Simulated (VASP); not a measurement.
Write the native input for VASP 6.6.1 that does the following.

* Task: single point
* Functional: PBE
* Potentials or basis: VASP PAW PBE potentials, release 64 (Al, Ru_pv)
* Cutoff: 520 eV
* k mesh: 16 × 16 × 16
* Occupations: gaussian, width 0.15 eV
* Spin: no spin polarisation
* Dipole correction: no
* Further INCAR settings: ALGO = Fast; EDIFF = 1e-06; NBANDS = 16

The structure of AlRu lies in POSCAR:

```
AlRu
1.0
    2.9916000000      0.0000000000      0.0000000000
    0.0000000000      2.9916000000      0.0000000000
    0.0000000000      0.0000000000      2.9916000000
Al Ru
1 1
Direct
    0.0000000000      0.0000000000      0.0000000000
    0.5000000000      0.4498596069      0.4498596069
```

This cell differs from its parent crystal: atom 2 (Ru) moved by (-0.150, -0.150) A along y and z.

The input as run:

INCAR

```
ALGO = Fast
EDIFF = 1E-6
ENCUT = 520
GGA = PE
ISIF = 2
ISMEAR = 0
LASPH = T
LCHARG = F
LREAL = F
LWAVE = F
NBANDS = 16
NELM = 60
PREC = Accurate
SIGMA = 0.15
```

KPOINTS

```
k-points
0
Gamma
  16 16 16
```

Potentials or basis: VASP PAW PBE potentials, release 64 (Al, Ru_pv).

Command:

```sh
$ cat potpaw_PBE.64/Al/POTCAR potpaw_PBE.64/Ru_pv/POTCAR > POTCAR
$ mpirun -np 1 vasp_std > vasp.out
```

It gave:

The pressure is 6.1 GPa. The largest force is 1.763 eV/Å.

Caveat: the cell differs from its parent crystal (atom 2 (Ru) moved by (-0.150, -0.150) A along y and z); forces of over 1 eV/Å act on the atoms, so gaps and moduli don't describe the material at rest.

It took 2.9 min on 1 thread of AMD EPYC 7R43 64-Core Processor (Zen 3) (shared host), peak memory 0.33 GiB.
